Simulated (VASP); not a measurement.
# BaMgPF (P4/nmm) in VASP: further runs

BaMgPF is run at these levels: LDA; tasks: single point, relaxation of cell and atoms.

Everything below comes from runs of VASP 6.6.1. Logs are shortened: lines on timing, memory, paths and dates and some standing lists are left out, and cuts for length are marked.

## (1) The cell of the first run

The structure is tetragonal, space group P4/nmm (No. 129). The conventional cell has a = 4.239 Å, b = 4.239 Å, c = 9.240 Å, α = 90.00°, β = 90.00°, γ = 90.00°. Within 3.5 Å of Ba (site symmetry 4mm) lie 4 F at 2.58 Å and 4 P at 3.44 Å. Within 3.5 Å of P (site symmetry 4mm) lie 4 Mg at 2.57 Å and 4 Ba at 3.44 Å. Within 3.4 Å of Mg (site symmetry -4m2) lie 4 P at 2.57 Å and 4 Mg at 3.00 Å. Within 3.4 Å of F (site symmetry -4m2) lie 4 Ba at 2.58 Å and 4 F at 3.00 Å.

## (2) Single point, LDA

Contents of INCAR:

```
PREC     = Accurate       # precision mode
ENCUT    = 520            # plane-wave cutoff, eV
EDIFF    = 1E-6           # SCF threshold, eV
ISMEAR   = 0              # smearing method
SIGMA    = 0.02           # smearing width, eV
LREAL    = False          # projectors in reciprocal space
LASPH    = True           # aspherical terms in the spheres
NELM     = 60             # most SCF steps
ALGO     = Normal         # electronic algorithm
ISIF     = 2              # what is computed and relaxed
LWAVE    = False          # write WAVECAR
LCHARG   = False          # write CHGCAR
NBANDS   = 34             # bands
```

Contents of KPOINTS:

```
regular mesh
0
Gamma
  6 6 4
```

Contents of POSCAR:

```
BaMgPF
1.0
    4.2388085857      0.0000000000      0.0000000000
    0.0000000000      4.2388085857      0.0000000000
    0.0000000000      0.0000000000      9.2398268671
Ba P Mg F
2 2 2 2
Direct
    0.5000000000      0.0000000000      0.1591918111
    0.0000000000      0.5000000000      0.8408081889
    0.5000000000      0.0000000000      0.6576737978
    0.0000000000      0.5000000000      0.3423262022
    0.5000000000      0.5000000000      0.5000000000
    0.0000000000      0.0000000000      0.5000000000
    0.5000000000      0.5000000000      0.0000000000
    0.0000000000      0.0000000000      0.0000000000
```

Potentials or basis: VASP PAW LDA potentials, release 64 (Ba_sv, P, Mg, F).

On the command line:

```sh
$ cat potpaw_LDA.64/Ba_sv/POTCAR potpaw_LDA.64/P/POTCAR potpaw_LDA.64/Mg/POTCAR potpaw_LDA.64/F/POTCAR > POTCAR
$ mpirun -np 1 vasp_std > vasp.out
```

OUTCAR:

```text
PREC = Accurate
   ENCUT = 520
   EDIFF = 1E-6
   ISMEAR = 0
   LREAL = False
   LASPH = True
   NELM = 60
   ISIF = 2

 ion  position               nearest neighbor table
   1  0.500  0.000  0.159-   7 2.58   8 2.58   7 2.58   8 2.58   4 3.44   4 3.44   4 3.44   4 3.44
                             5 3.80   6 3.80   5 3.80   6 3.80   2 4.20   2 4.20   2 4.20   2 4.20
   2  0.000  0.500  0.841-   7 2.58   8 2.58   8 2.58   7 2.58   3 3.44   3 3.44   3 3.44   3 3.44
                             5 3.80   5 3.80   6 3.80   6 3.80   1 4.20   1 4.20   1 4.20   1 4.20
   3  0.500  0.000  0.658-   5 2.57   6 2.57   5 2.57   6 2.57   2 3.44   2 3.44   2 3.44   2 3.44

   4  0.000  0.500  0.342-   5 2.57   6 2.57   6 2.57   5 2.57   1 3.44   1 3.44   1 3.44   1 3.44

   5  0.500  0.500  0.500-   3 2.57   4 2.57   3 2.57   4 2.57   6 3.00   6 3.00   6 3.00   6 3.00
                             2 3.80   1 3.80   2 3.80   1 3.80
   6  0.000  0.000  0.500-   3 2.57   4 2.57   4 2.57   3 2.57   5 3.00   5 3.00   5 3.00   5 3.00
                             1 3.80   2 3.80   2 3.80   1 3.80
   7  0.500  0.500  0.000-   1 2.58   2 2.58   1 2.58   2 2.58
   8  0.000  0.000  0.000-   1 2.58   2 2.58   2 2.58   1 2.58

  LATTYP: Found a simple tetragonal cell.
 ALAT       =     4.2388085857
 C/A-ratio  =     2.1798169651

  Lattice vectors:

 A1 = (   4.2388085857,   0.0000000000,   0.0000000000)
 A2 = (   0.0000000000,   4.2388085857,   0.0000000000)
 A3 = (   0.0000000000,   0.0000000000,   9.2398268671)

Analysis of symmetry for initial positions (statically):
=====================================================================
 Subroutine PRICEL returns:
 Original cell was already a primitive cell.

 Routine SETGRP: Setting up the symmetry group for a
 simple tetragonal supercell.

 Subroutine GETGRP returns: Found 16 space group operations
 (whereof  8 operations were pure point group operations)
 out of a pool of 16 trial point group operations.

The static configuration has the point symmetry D_2d.
 The point group associated with its full space group is D_4h.

Analysis of symmetry for dynamics (positions and initial velocities):
=====================================================================
 Subroutine PRICEL returns:
 Original cell was already a primitive cell.

 Routine SETGRP: Setting up the symmetry group for a
 simple tetragonal supercell.

 Subroutine GETGRP returns: Found 16 space group operations
 (whereof  8 operations were pure point group operations)
 out of a pool of 16 trial point group operations.

The dynamic configuration has the point symmetry D_2d.
 The point group associated with its full space group is D_4h.

 Subroutine INISYM returns: Found 16 space group operations
 (whereof  8 operations are pure point group operations),
 and found     1 'primitive' translations

----------------------------------------------------------------------------------------

                                     Primitive cell

  volume of cell :     166.0166

  direct lattice vectors                    reciprocal lattice vectors
     4.238808586  0.000000000  0.000000000     0.235915347  0.000000000  0.000000000
     0.000000000  4.238808586  0.000000000     0.000000000  0.235915347  0.000000000
     0.000000000  0.000000000  9.239826867     0.000000000  0.000000000  0.108227136

  length of vectors
     4.238808586  4.238808586  9.239826867     0.235915347  0.235915347  0.108227136

  position of ions in fractional coordinates (direct lattice)
     0.500000000  0.000000000  0.159191811
     0.000000000  0.500000000  0.840808189
     0.500000000  0.000000000  0.657673798
     0.000000000  0.500000000  0.342326202
     0.500000000  0.500000000  0.500000000
     0.000000000  0.000000000  0.500000000
     0.500000000  0.500000000  0.000000000
     0.000000000  0.000000000  0.000000000

  ion indices of the primitive-cell ions
   primitive index   ion index
                 1           1
                 2           2
                 3           3
                 4           4
                 5           5
                 6           6
                 7           7
                 8           8

----------------------------------------------------------------------------------------

 KPOINTS: regular mesh

Automatic generation of k-mesh.
 Grid dimensions read from file:
 generate k-points for:    6    6    4

 Generating k-lattice:

  Cartesian coordinates                     Fractional coordinates (reciprocal lattice)
     0.039319225  0.000000000  0.000000000     0.166666667  0.000000000  0.000000000
     0.000000000  0.039319225  0.000000000     0.000000000  0.166666667  0.000000000
     0.000000000  0.000000000  0.027056784     0.000000000  0.000000000  0.250000000

  Length of vectors
     0.039319225  0.039319225  0.027056784

  Shift w.r.t. Gamma in fractional coordinates (k-lattice)
     0.000000000  0.000000000  0.000000000

 Subroutine IBZKPT returns following result:
 ===========================================

 Found     30 irreducible k-points:

 Following reciprocal coordinates:
            Coordinates               Weight
  0.000000  0.000000  0.000000      1.000000
  0.166667  0.000000  0.000000      4.000000
  0.333333  0.000000  0.000000      4.000000
  0.500000  0.000000  0.000000      2.000000
  0.166667  0.166667  0.000000      4.000000
  0.333333  0.166667  0.000000      8.000000
[... 16 lines left out ...]
  0.333333  0.000000  0.500000      4.000000
  0.500000  0.000000  0.500000      2.000000
 [... further k-points ...]
   k-points           NKPTS =     30   k-points in BZ     NKDIM =     30   number of bands    NBANDS=     34
   number of dos      NEDOS =    301   number of ions     NIONS =      8
   total plane-waves  NPLWV =  71680
   dimension x,y,z NGX =    32 NGY =   32 NGZ =   70
   dimension x,y,z NGXF=    64 NGYF=   64 NGZF=  140
   ions per type =               2   2   2   2
   NGX,Y,Z   is equivalent  to a cutoff of  12.55, 12.55, 12.59 a.u.
   NGXF,Y,Z  is equivalent  to a cutoff of  25.10, 25.10, 25.19 a.u.
 SYSTEM =  unknown system
   PREC   = accura    normal or accurate (medium, high low for compatibility)
   ISTART =      0    job   : 0-new  1-cont  2-samecut
   ICHARG =      2    charge: 1-file 2-atom 10-const
   ISPIN  =      1    spin polarized calculation?
   LNONCOLLINEAR =      F non collinear calculations
   LSORBIT =      F    spin-orbit coupling
   LASPH  =      T    aspherical Exc in radial PAW
   ENCUT  =  520.0 eV  38.22 Ry    6.18 a.u.   7.88  7.88 17.18*2*pi/ulx,y,z
   NELM   =     60;   NELMIN=  2; NELMDL= -5     # of ELM steps
   EDIFF  = 0.1E-05   stopping-criterion for ELM
   LREAL  =      F    real-space projection
   EDIFFG = 0.1E-04   stopping-criterion for IOM
   NSW    =      0    number of steps for IOM
   IBRION =     -1    ionic relax: 0-MD 1-quasi-New 2-CG
   NFREE  =      0    steps in history (QN), initial steepest desc. (CG)
   ISIF   =      2    stress and relaxation
   ISYM   =      2    0-nonsym 1-usesym 2-fastsym
   POTIM  = 0.5000    time-step for ionic-motion
   TEBEG  =    0.0;   TEEND  =   0.0 temperature during run
   PSTRESS=    0.0 pullay stress
   NELECT =      48.0000    total number of electrons
   NUPDOWN=      -1.0000    fix difference up-down
   EMIN   =  10.00;   EMAX   =-10.00  energy-range for DOS
   EFERMI =   0.00;   METHOD = LEGACY
   ISMEAR =     0;   SIGMA  =   0.02  broadening in eV -4-tet -1-fermi 0-gaus
   EFERMI_NEDOS =   21; number of points for ismear=-14 and -15
   IALGO  =     38    algorithm
   IMIX   =      4    mixing-type and parameters
     AMIX     =   0.40;   BMIX     =  1.00
     AMIX_MAG =   1.60;   BMIX_MAG =  1.00
  volume/ion in A,a.u.               =      20.75       140.04
  Fermi-wavevector in a.u.,A,eV,Ry     =   1.082525  2.045676 15.944140  1.171861
  Thomas-Fermi vector in A             =   2.218569
   LORBIT       =      0    0 simple, 1 ext, 2 COOP (PROOUT), +10 PAW based schemes
   GGA     = CA    functional components
   LHFCALC =     F    Hartree Fock is set to
   AEXX    =    0.0000 exact exchange contribution
   IVDW    =     0    specifies the selected vdW correction
   LEPSILON=     F    determine dielectric tensor
   LRPA    =     F    only Hartree local field effects (RPA)
 non-spin polarized calculation
 Gauss-broadening in eV      SIGMA  =   0.02
  energy-cutoff  :      520.00
  volume of cell :      166.02
 maximum number of plane-waves:      4504
 NGX is ok and might be reduce to    32
   NGX = 15   NGY = 15   NGZ = 35

 number of electron      47.9999973 magnetization

 Free energy of the ion-electron system (eV)
  ---------------------------------------------------
  ext. energy  EPLUGINS =         0.00000000
  ---------------------------------------------------
  free energy    TOTEN  =       -41.67066500 eV

  energy without entropy =      -41.67066500  energy(sigma->0) =      -41.67066500

 E-fermi :   2.8911     XC(G=0):  -9.7155

 val. band max:        2.7703272216   @ k =   0.0000   0.0000   0.0000
 cond. band min:       4.3821604512   @ k =   0.0000   0.0000   0.0000
 fundamental gap:      1.6118332296
 Fermi energy:         2.8911489002

 k-point     1 :       0.0000    0.0000    0.0000
  band No.  band energies     occupation
      1     -24.0813      2.00000
      2     -23.7937      2.00000
      3     -20.1454      2.00000
      4     -20.1358      2.00000
      5      -9.2696      2.00000
      6      -9.2696      2.00000
[... 26 lines left out ...]
     33       8.9257      0.00000
     34       8.9527      0.00000

 k-point     2 :       0.1667    0.0000    0.0000
  band No.  band energies     occupation
      1     -24.0434      2.00000
      2     -23.7915      2.00000
      3     -20.1714      2.00000
      4     -20.1671      2.00000
      5      -9.4033      2.00000
      6      -9.2317      2.00000
[... 26 lines left out ...]
     33       8.1749      0.00000
     34       8.6794      0.00000

 k-point     3 :       0.3333    0.0000    0.0000
  band No.  band energies     occupation
      1     -23.9509      2.00000
      2     -23.8021      2.00000
      3     -20.2290      2.00000
      4     -20.2265      2.00000
      5      -9.4476      2.00000
      6      -9.3391      2.00000
[... 26 lines left out ...]
     33       8.1117      0.00000
     34       9.0101      0.00000

 k-point     4 :       0.5000    0.0000    0.0000
  band No.  band energies     occupation
      1     -23.8556      2.00000
      2     -23.8556      2.00000
      3     -20.2576      2.00000
      4     -20.2576      2.00000
      5      -9.3524      2.00000
      6      -9.3524      2.00000
[... 26 lines left out ...]
     33       8.4045      0.00000
     34       8.4045      0.00000

 k-point     5 :       0.1667    0.1667    0.0000
  band No.  band energies     occupation
      1     -24.0074      2.00000
      2     -23.7868      2.00000
      3     -20.1980      2.00000
      4     -20.1980      2.00000
      5      -9.4888      2.00000
      6      -9.2748      2.00000
[... 621 lines left out ...]
 k-point    22 :       0.1667    0.0000    0.5000
  band No.  band energies     occupation
      1     -24.0433      2.00000
      2     -23.7916      2.00000
      3     -20.1714      2.00000
      4     -20.1670      2.00000
      5      -9.4327      2.00000
      6      -9.2313      2.00000
[... 26 lines left out ...]
     33       8.2145      0.00000
     34       8.8842      0.00000

 k-point    23 :       0.3333    0.0000    0.5000
  band No.  band energies     occupation
      1     -23.9509      2.00000
      2     -23.8022      2.00000
      3     -20.2292      2.00000
      4     -20.2265      2.00000
      5      -9.4711      2.00000
      6      -9.3102      2.00000
[... 26 lines left out ...]
     33       8.2948      0.00000
     34       8.4592      0.00000

 k-point    24 :       0.5000    0.0000    0.5000
  band No.  band energies     occupation
      1     -23.8556      2.00000
      2     -23.8556      2.00000
      3     -20.2577      2.00000
      4     -20.2577      2.00000
      5      -9.3530      2.00000
      6      -9.3530      2.00000
[... 26 lines left out ...]
     33       8.2386      0.00000
     34       8.2386      0.00000

 [... further k-points ...]
[... 5 lines left out ...]
  --------------------------------------------------------------------------------------
  -------------------------------------------------------------------------------------
  Total        0.7591741      0.7591741      0.6547928      0.0000000      0.0000000      0.0000000
  in kB        7.3265669      7.3265669      6.3192139      0.0000000      0.0000000      0.0000000
  external PRESSURE =       6.9907826 kB  Pullay stress =       0.0000000 kB

 VOLUME and BASIS-vectors are now :
 -----------------------------------------------------------------------------
  energy-cutoff  :      520.00
  volume of cell :      166.02
      direct lattice vectors                 reciprocal lattice vectors
     4.238808586  0.000000000  0.000000000     0.235915347  0.000000000  0.000000000
     0.000000000  4.238808586  0.000000000     0.000000000  0.235915347  0.000000000
     0.000000000  0.000000000  9.239826867     0.000000000  0.000000000  0.108227136

 POSITION                                       TOTAL-FORCE (eV/Angst)
 -----------------------------------------------------------------------------------
      2.11940      0.00000      1.47090        -0.000000      0.000000      0.208935
      0.00000      2.11940      7.76892        -0.000000     -0.000000     -0.208935
      2.11940      0.00000      6.07679        -0.000000     -0.000000     -0.049125
      0.00000      2.11940      3.16303        -0.000000     -0.000000      0.049125
      2.11940      2.11940      4.61991        -0.000000      0.000000      0.000000
      0.00000      0.00000      4.61991         0.000000     -0.000000      0.000000
      2.11940      2.11940      0.00000        -0.000000      0.000000      0.000000
      0.00000      0.00000      0.00000        -0.000000      0.000000      0.000000
 -----------------------------------------------------------------------------------
    total drift:                                0.000000     -0.000000     -0.000000

  FREE ENERGIE OF THE ION-ELECTRON SYSTEM (eV)
  ---------------------------------------------------
  free  energy   TOTEN  =       -41.6706649965 eV

  energy  without entropy=      -41.6706649965  energy(sigma->0) =      -41.67066500
```

Wall time 78 s (1 thread of Intel Xeon 6975P-C (Granite Rapids), shared host); peak memory 0.32 GiB.

Results:

* Free energy: -41.6707 eV
* Pressure: 0.7 GPa
* Largest force: 0.209 eV/Å
* Band gap on the k mesh: 1.61 eV

Forces in eV/Å, atoms in the order of the input:
```
Ba   0.000  0.000  0.209
Ba   0.000  0.000 -0.209
P    0.000  0.000 -0.049
P    0.000  0.000  0.049
Mg   0.000  0.000  0.000
Mg   0.000  0.000  0.000
F    0.000  0.000  0.000
F    0.000  0.000  0.000
```

Caveat: spin-orbit coupling is left out, which moves the levels of the heavy elements. A k mesh can miss the band edges.

(Part 1 of 2 ends here.)
